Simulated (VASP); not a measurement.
The system is C.

```
CELL_PARAMETERS angstrom
1.22805 -2.12706 0.00000
1.22805 2.12706 0.00000
0.00000 0.00000 7.17327
ATOMIC_POSITIONS crystal
C 0.08338 0.91662 0.75314
C 0.58338 0.41662 0.24686
C 0.91662 0.08338 0.24686
C 0.41662 0.58338 0.75314
```

Base run:

- Program: VASP 6.6.1
- Functional: r2SCAN
- Potentials or basis: VASP PAW PBE potentials, release 64 (C)
- Cutoff: 520 eV
- k mesh: 12 × 12 × 4
- Occupations: gaussian, width 0.1 eV
- Spin: no spin polarisation

Its results: pressure 0.5 GPa; largest force 0.022 eV/Å.

Question: After a change of settings the same cell gave: pressure 23.4 GPa; largest force 0.049 eV/Å. Which change was it?
A. k mesh from 12 × 12 × 4 to 30 × 30 × 8
B. k mesh from 12 × 12 × 4 to 6 × 6 × 1
C. k mesh from 12 × 12 × 4 to 1 × 1 × 1
D. k mesh from 12 × 12 × 4 to 18 × 18 × 6

Answer: C.

Caveats: some runs use coarse meshes; the PAW data sets were made with another functional, which shifts forces and pressure a little.
